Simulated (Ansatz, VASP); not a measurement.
**Hf: VASP beside Ansatz**

Contents of INCAR:

```
SYSTEM = Hf
  ALGO = Normal
  EDIFF = 1E-7
  EDIFFG = -0.005
  ENCUT = 500
  GGA = PS
  GGA_COMPAT = .FALSE.
  IBRION = 2
  ISIF = 3
  ISMEAR = -1
  LASPH = .TRUE.
  LCHARG = .FALSE.
  LREAL = .FALSE.
  LWAVE = .FALSE.
  NELM = 120
  NELMIN = 4
  NSW = 60
  PREC = Accurate
  SIGMA = 0.08
```

File KPOINTS:

```
k-points
0
G
  13 13 13
  0 0 0
```

File POSCAR:

```
Hf
1.0
    2.8582916428      0.0000000000      0.0000000000
    0.0000000000      2.8582916428      0.0000000000
    0.0000000000      0.0000000000      2.8582916428
Hf
1
Direct
    0.0000000000      0.0000000000      0.0000000000
```

Input for Ansatz:

```yaml
crystal:
  lattice:
    - [2.8582916428, 0.0, 0.0]
    - [0.0, 2.8582916428, 0.0]
    - [0.0, 0.0, 2.8582916428]
  atoms:
    - { symbol: Hf, position: [0.0, 0.0, 0.0] }
kpoints:
  mp_grid: { grid: [13, 13, 13] }
scf:
  occupations: { method: fermi_dirac, width: 0.08 }
hamiltonian:
  xc: pbesol
  pseudopotentials: { kind: paw }
output:
  forces: true
  stress: true
relax:
  f_tol: 0.005
  max_steps: 40
  cell: {}
```

Alike in both runs: task relaxation of cell and atoms; functional PBEsol; k mesh 13 × 13 × 13; occupations fermi-dirac, width 0.08 eV; no spin polarisation.

```csv
,VASP,Ansatz
version,VASP 6.6.1,Ansatz 0.2.0
potentials or method,"VASP PAW PBE potentials, release 64 (Hf_pv)","PAW with Ansatz's default frozen-core files, scalar-relativistic"
plane-wave cutoff (eV),500,420
valence electrons in the cell,10,26
```

Ansatz gave:

```
relaxed volume (Å³/atom)                                     : 23.54
relaxed cell length with the largest relative difference (Å) : 2.866
```

Task: Which values does VASP return?

Result: Relaxed volume (Å³/atom): 23.46; relaxed cell length with the largest relative difference (Å): 2.863.

VASP's potentials were made for PBE, not for PBEsol. VASP's potentials hold 10 valence electrons a cell and Ansatz's 26, so a difference there can come from the potentials and not from the codes.

Neither program's run includes spin-orbit coupling.
